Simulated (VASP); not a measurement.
# SnO (P4/nmm) in VASP: relaxation of shape and atoms at fixed volume with r2SCAN+D3(BJ)

Aim: the relaxation of shape and atoms at fixed volume of SnO with r2SCAN+D3(BJ).

Everything below comes from runs of VASP 6.6.1. Logs are shortened: lines on timing, memory, paths and dates and some standing lists are left out, and cuts for length are marked.

## 1. The cell of the first run

Symmetry: P4/nmm, No. 129, tetragonal system. The conventional cell has a = 3.792 Å, b = 3.792 Å, c = 4.815 Å, α = 90.00°, β = 90.00°, γ = 90.00°. Sn (site symmetry 4mm) has 4 O at 2.21 Å within 2.9 Å. O (site symmetry -4m2) has 4 Sn at 2.21 Å and 4 O at 2.68 Å within 2.9 Å.

## 2. Relaxation of shape and atoms at fixed volume, r2SCAN+D3(BJ) (17.31 Å³/atom)

POSCAR

```
SnO
1.0
    3.7918980811      0.0000000000      0.0000000000
    0.0000000000      3.7918980811      0.0000000000
    0.0000000000      0.0000000000      4.8148975304
Sn O
2 2
Direct
    0.5000000000      0.0000000000      0.2376254760
    0.0000000000      0.5000000000      0.7623745240
    0.0000000000      0.0000000000      0.0000000000
    0.5000000000      0.5000000000      0.0000000000
```

INCAR.step1

```
PREC = Accurate
ENCUT = 600
ISMEAR = 0
SIGMA = 0.05
LREAL = False
LASPH = True
NELM = 100
GGA = PE
ALGO = Normal
EDIFF = 1E-4
LWAVE = True
LCHARG = False
KPAR = 4
```

INCAR.step2

```
PREC = Accurate
ENCUT = 600
EDIFF = 1E-7
ISMEAR = 0
SIGMA = 0.05
LREAL = False
LASPH = True
NELM = 100
ALGO = Normal
ISIF = 4
LWAVE = False
LCHARG = False
METAGGA = R2SCAN
LMIXTAU = True
IVDW = 12
VDW_S6 = 1.0
VDW_S8 = 0.78981345
VDW_A1 = 0.49484001
VDW_A2 = 5.73083694
IBRION = 2
NSW = 60
EDIFFG = -0.01
ISTART = 1
KPAR = 4
```

KPOINTS

```
Automatic mesh
0
Gamma
  10 10 8
```

Potentials or basis: VASP PAW PBE potentials, release 64 (Sn_d, O).

Command:

```bash
> cat potpaw_PBE.64/Sn_d/POTCAR potpaw_PBE.64/O/POTCAR > POTCAR
> cp INCAR.step1 INCAR
> mpirun -np 4 vasp_std > vasp.out
> cp INCAR.step2 INCAR
> mpirun -np 4 vasp_std > vasp.out
```

OUTCAR:

```text
PREC = Accurate
   ENCUT = 600
   EDIFF = 1E-7
   ISMEAR = 0
   LREAL = False
   LASPH = True
   NELM = 100
   ISIF = 4
   METAGGA = R2SCAN
   IVDW = 12
   IBRION = 2
   NSW = 60
   EDIFFG = -0.01
   ISTART = 1
 IVDW          = 12

 ion  position               nearest neighbor table
   1  0.500  0.000  0.238-   3 2.21   4 2.21   4 2.21   3 2.21   2 3.52   2 3.52   2 3.52   2 3.52
                             2 3.68   2 3.68   2 3.68   2 3.68
   2  0.000  0.500  0.762-   3 2.21   4 2.21   3 2.21   4 2.21   1 3.52   1 3.52   1 3.52   1 3.52
                             1 3.68   1 3.68   1 3.68   1 3.68
   3  0.000  0.000  0.000-   1 2.21   2 2.21   2 2.21   1 2.21
   4  0.500  0.500  0.000-   1 2.21   2 2.21   1 2.21   2 2.21

  LATTYP: Found a simple tetragonal cell.
 ALAT       =     3.7918980811
 C/A-ratio  =     1.2697855869

  Lattice vectors:

 A1 = (   3.7918980811,   0.0000000000,   0.0000000000)
 A2 = (   0.0000000000,   3.7918980811,   0.0000000000)
 A3 = (   0.0000000000,   0.0000000000,   4.8148975304)

Analysis of symmetry for initial positions (statically):
=====================================================================
 Subroutine PRICEL returns:
 Original cell was already a primitive cell.

 Routine SETGRP: Setting up the symmetry group for a
 simple tetragonal supercell.

 Subroutine GETGRP returns: Found 16 space group operations
 (whereof  8 operations were pure point group operations)
 out of a pool of 16 trial point group operations.

The static configuration has the point symmetry D_2d.
 The point group associated with its full space group is D_4h.

Analysis of symmetry for dynamics (positions and initial velocities):
=====================================================================
 Subroutine PRICEL returns:
 Original cell was already a primitive cell.

 Routine SETGRP: Setting up the symmetry group for a
 simple tetragonal supercell.

 Subroutine GETGRP returns: Found 16 space group operations
 (whereof  8 operations were pure point group operations)
 out of a pool of 16 trial point group operations.

The dynamic configuration has the point symmetry D_2d.
 The point group associated with its full space group is D_4h.

 Subroutine INISYM returns: Found 16 space group operations
 (whereof  8 operations are pure point group operations),
 and found     1 'primitive' translations

----------------------------------------------------------------------------------------

                                     Primitive cell

  volume of cell :      69.2310

  direct lattice vectors                    reciprocal lattice vectors
     3.791898081  0.000000000  0.000000000     0.263720168  0.000000000  0.000000000
     0.000000000  3.791898081  0.000000000     0.000000000  0.263720168  0.000000000
     0.000000000  0.000000000  4.814897530     0.000000000  0.000000000  0.207688740

  length of vectors
     3.791898081  3.791898081  4.814897530     0.263720168  0.263720168  0.207688740

  position of ions in fractional coordinates (direct lattice)
     0.500000000  0.000000000  0.237625476
     0.000000000  0.500000000  0.762374524
     0.000000000  0.000000000  0.000000000
     0.500000000  0.500000000  0.000000000

  ion indices of the primitive-cell ions
   primitive index   ion index
                 1           1
                 2           2
                 3           3
                 4           4

----------------------------------------------------------------------------------------

 KPOINTS: Automatic mesh

Automatic generation of k-mesh.
 Grid dimensions read from file:
 generate k-points for:   10   10    8

 Generating k-lattice:

  Cartesian coordinates                     Fractional coordinates (reciprocal lattice)
     0.026372017  0.000000000  0.000000000     0.100000000  0.000000000  0.000000000
     0.000000000  0.026372017  0.000000000     0.000000000  0.100000000  0.000000000
     0.000000000  0.000000000  0.025961092     0.000000000  0.000000000  0.125000000

  Length of vectors
     0.026372017  0.026372017  0.025961092

  Shift w.r.t. Gamma in fractional coordinates (k-lattice)
     0.000000000  0.000000000  0.000000000

 Subroutine IBZKPT returns following result:
 ===========================================

 Found    105 irreducible k-points:

 Following reciprocal coordinates:
            Coordinates               Weight
  0.000000  0.000000  0.000000      1.000000
  0.100000  0.000000  0.000000      4.000000
  0.200000  0.000000  0.000000      4.000000
  0.300000  0.000000  0.000000      4.000000
  0.400000  0.000000  0.000000      4.000000
  0.500000  0.000000  0.000000      2.000000
[... 16 lines left out ...]
  0.100000  0.000000  0.125000      8.000000
  0.200000  0.000000  0.125000      8.000000
 [... further k-points ...]
   k-points           NKPTS =    105   k-points in BZ     NKDIM =    105   number of bands    NBANDS=     24
   number of dos      NEDOS =    301   number of ions     NIONS =      4
   total plane-waves  NPLWV =  36000
   dimension x,y,z NGX =    30 NGY =   30 NGZ =   40
   dimension x,y,z NGXF=    60 NGYF=   60 NGZF=   80
   ions per type =               2   2
   NGX,Y,Z   is equivalent  to a cutoff of  13.15, 13.15, 13.81 a.u.
   NGXF,Y,Z  is equivalent  to a cutoff of  26.31, 26.31, 27.62 a.u.
 SYSTEM =  unknown system
   PREC   = accura    normal or accurate (medium, high low for compatibility)
   ISTART =      1    job   : 0-new  1-cont  2-samecut
   ICHARG =      0    charge: 1-file 2-atom 10-const
   ISPIN  =      1    spin polarized calculation?
   LNONCOLLINEAR =      F non collinear calculations
   LSORBIT =      F    spin-orbit coupling
   LASPH  =      T    aspherical Exc in radial PAW
   ENCUT  =  600.0 eV  44.10 Ry    6.64 a.u.   7.57  7.57  9.62*2*pi/ulx,y,z
   NELM   =    100;   NELMIN=  2; NELMDL=  0     # of ELM steps
   EDIFF  = 0.1E-06   stopping-criterion for ELM
   LREAL  =      F    real-space projection
   EDIFFG = -.1E-01   stopping-criterion for IOM
   NSW    =     60    number of steps for IOM
   IBRION =      2    ionic relax: 0-MD 1-quasi-New 2-CG
   NFREE  =      1    steps in history (QN), initial steepest desc. (CG)
   ISIF   =      4    stress and relaxation
   ISYM   =      2    0-nonsym 1-usesym 2-fastsym
   POTIM  = 0.5000    time-step for ionic-motion
   TEBEG  =    0.0;   TEEND  =   0.0 temperature during run
   PSTRESS=    0.0 pullay stress
   NELECT =      40.0000    total number of electrons
   NUPDOWN=      -1.0000    fix difference up-down
   EMIN   =  10.00;   EMAX   =-10.00  energy-range for DOS
   EFERMI =   0.00;   METHOD = LEGACY
   ISMEAR =     0;   SIGMA  =   0.05  broadening in eV -4-tet -1-fermi 0-gaus
   EFERMI_NEDOS =   21; number of points for ismear=-14 and -15
   IALGO  =     38    algorithm
   IMIX   =      4    mixing-type and parameters
     AMIX     =   0.40;   BMIX     =  1.00
     AMIX_MAG =   1.60;   BMIX_MAG =  1.00
  volume/ion in A,a.u.               =      17.31       116.80
  Fermi-wavevector in a.u.,A,eV,Ry     =   1.363520  2.576678 25.295756  1.859186
  Thomas-Fermi vector in A             =   2.489915
   LORBIT       =      0    0 simple, 1 ext, 2 COOP (PROOUT), +10 PAW based schemes
   METAGGA = R2SCAN    functional components
   LHFCALC =     F    Hartree Fock is set to
   AEXX    =    0.0000 exact exchange contribution
   IVDW    =    12    specifies the selected vdW correction
   LEPSILON=     F    determine dielectric tensor
   LRPA    =     F    only Hartree local field effects (RPA)
 conjugate gradient relaxation of ions
 non-spin polarized calculation
 Gauss-broadening in eV      SIGMA  =   0.05
  energy-cutoff  :      600.00
  volume of cell :       69.23
 maximum number of plane-waves:      2335
   NGX = 15   NGY = 15   NGZ = 19

--------------------------------------- Ionic step        1  -------------------------------------------

 number of electron      40.0000028 magnetization

 Free energy of the ion-electron system (eV)
  ---------------------------------------------------
  ext. energy  EPLUGINS =         0.00000000
  ---------------------------------------------------
  free energy    TOTEN  =       -66.90216682 eV

  energy without entropy =      -66.90214513  energy(sigma->0) =      -66.90215597

------------------------ aborting loop because EDIFF is reached ----------------------------------------

 Edisp (eV)   -0.44769

 E8    (eV) :    -0.1524

  FORCE on cell =-STRESS in cart. coord.  units (eV):
  Direction    XX          YY          ZZ          XY          YZ          ZX
  --------------------------------------------------------------------------------------
  -------------------------------------------------------------------------------------
  Total       0.37662     0.37662     0.26865     0.00000     0.00000     0.00000
  in kB       8.71594     8.71594     6.21731     0.00000     0.00000     0.00000
  external pressure =        7.88 kB  Pullay stress =        0.00 kB

 VOLUME and BASIS-vectors are now :
 -----------------------------------------------------------------------------
  energy-cutoff  :      600.00
  volume of cell :       69.23
      direct lattice vectors                 reciprocal lattice vectors
     3.791898081  0.000000000  0.000000000     0.263720168  0.000000000  0.000000000
     0.000000000  3.791898081  0.000000000     0.000000000  0.263720168  0.000000000
     0.000000000  0.000000000  4.814897530     0.000000000  0.000000000  0.207688740
[... 127 lines left out ...]
 POSITION                                       TOTAL-FORCE (eV/Angst)
 -----------------------------------------------------------------------------------
      1.89872      0.00000      1.15273        -0.000000      0.000000     -0.006076
      3.79745      1.89872      3.64811         0.000000     -0.000000      0.006076
      3.79745      0.00000      0.00000         0.000000     -0.000000      0.000000
      1.89872      1.89872      0.00000         0.000000      0.000000      0.000000
 -----------------------------------------------------------------------------------
    total drift:                                0.000000     -0.000000      0.000000

  FREE ENERGIE OF THE ION-ELECTRON SYSTEM (eV)
  ---------------------------------------------------
  free  energy   TOTEN  =       -67.3527261485 eV

  energy  without entropy=      -67.3526310875  energy(sigma->0) =      -67.35267862

--------------------------------------- Ionic step        5  -------------------------------------------

 number of electron      40.0000028 magnetization

 Free energy of the ion-electron system (eV)
  ---------------------------------------------------
  ext. energy  EPLUGINS =         0.00000000
  ---------------------------------------------------
  free energy    TOTEN  =       -66.90516001 eV

  energy without entropy =      -66.90508724  energy(sigma->0) =      -66.90512363

 E-fermi :   7.3719     XC(G=0): -11.0122

 val. band max:        7.3264976835   @ k =   0.0000   0.0000   0.0000
 cond. band min:       7.4155617864   @ k =   0.5000   0.5000   0.0000
 fundamental gap:      0.0890641029
 Fermi energy:         7.3718500848

 k-point     1 :       0.0000    0.0000    0.0000
  band No.  band energies     occupation
      1     -15.6795      2.00000
      2     -15.1154      2.00000
      3     -15.1077      2.00000
      4     -15.1077      2.00000
      5     -15.0583      2.00000
      6     -15.0375      2.00000
[... 16 lines left out ...]
     23      12.0940      0.00000
     24      12.0940      0.00000
[... 598 lines left out ...]
      2     -15.2319      2.00000
      3     -15.0972      2.00000
      4     -15.0948      2.00000
      5     -15.0904      2.00000
      6     -15.0563      2.00000
[... 16 lines left out ...]
     23      11.9463      0.00000
     24      12.9400      0.00000

 [... further k-points ...]

------------------------ aborting loop because EDIFF is reached ----------------------------------------

 Edisp (eV)   -0.44773

 E8    (eV) :    -0.1524

  FORCE on cell =-STRESS in cart. coord.  units (eV):
  Direction    XX          YY          ZZ          XY          YZ          ZX
  --------------------------------------------------------------------------------------
  -------------------------------------------------------------------------------------
  Total      -0.09377    -0.09377    -0.08880     0.00000     0.00000     0.00000
  in kB      -2.17000    -2.17000    -2.05515     0.00000     0.00000     0.00000
  external pressure =       -2.13 kB  Pullay stress =        0.00 kB

 VOLUME and BASIS-vectors are now :
 -----------------------------------------------------------------------------
  energy-cutoff  :      600.00
  volume of cell :       69.23
      direct lattice vectors                 reciprocal lattice vectors
     3.802650658  0.000000000  0.000000000     0.262974459  0.000000000  0.000000000
     0.000000000  3.802650658  0.000000000     0.000000000  0.262974459  0.000000000
     0.000000000  0.000000000  4.787706308     0.000000000 -0.000000000  0.208868284

 POSITION                                       TOTAL-FORCE (eV/Angst)
 -----------------------------------------------------------------------------------
      1.90133      0.00000      1.15033         0.000000     -0.000000      0.000155
      0.00000      1.90133      3.63738        -0.000000     -0.000000     -0.000155
      0.00000      0.00000      4.78771        -0.000000     -0.000000      0.000000
      1.90133      1.90133      0.00000        -0.000000      0.000000      0.000000
 -----------------------------------------------------------------------------------
    total drift:                                0.000000      0.000000      0.000000

  FREE ENERGIE OF THE ION-ELECTRON SYSTEM (eV)
  ---------------------------------------------------
  free  energy   TOTEN  =       -67.3528928639 eV

  energy  without entropy=      -67.3528200986  energy(sigma->0) =      -67.35285648

 reached required accuracy - stopping structural energy minimisation
```

It took 15 min on 4 MPI ranks of Oxide Virtual Turin-like, shared host; peak memory 0.31 GiB.

What came out:

```yaml
Free_energy: -67.3529 eV
Energy_gained_by_relaxing: 0.8 meV/atom
Ionic_steps: 5
Pressure_after_relaxing: -0.2 GPa
Band_gap_on_the_k_mesh: 0.09 eV (least direct gap 2.23 eV)
Dispersion_energy_per_atom: -0.112 eV
```

Step by step:
```tsv
step	energy change (eV)	largest force (eV/Å)	pressure (GPa)	volume (Å³)
1	0.0000	0.2199	0.79	69.23
2	-0.0025	0.0062	0.04	69.23
3	-0.0025	0.0102	-0.01	69.23
4	-0.0029	0.0061	-0.10	69.23
5	-0.0030	0.0002	-0.21	69.23
```

Final structure:
```yaml
crystal:
  lattice:
    - [3.80265, 0.00000, 0.00000]
    - [0.00000, 3.80265, 0.00000]
    - [0.00000, 0.00000, 4.78771]
  atoms:
    - { symbol: Sn, position: [0.50000, 0.00000, 0.24027] }
    - { symbol: Sn, position: [0.00000, 0.50000, 0.75973] }
    - { symbol: O, position: [0.00000, 0.00000, 0.00000] }
    - { symbol: O, position: [0.50000, 0.50000, 0.00000] }
```

Caveat: semilocal functionals underestimate gaps, and a narrow one can read as zero; the PAW data sets were made with another functional, which shifts forces and pressure a little; spin-orbit coupling is left out, which moves the levels of the heavy elements.
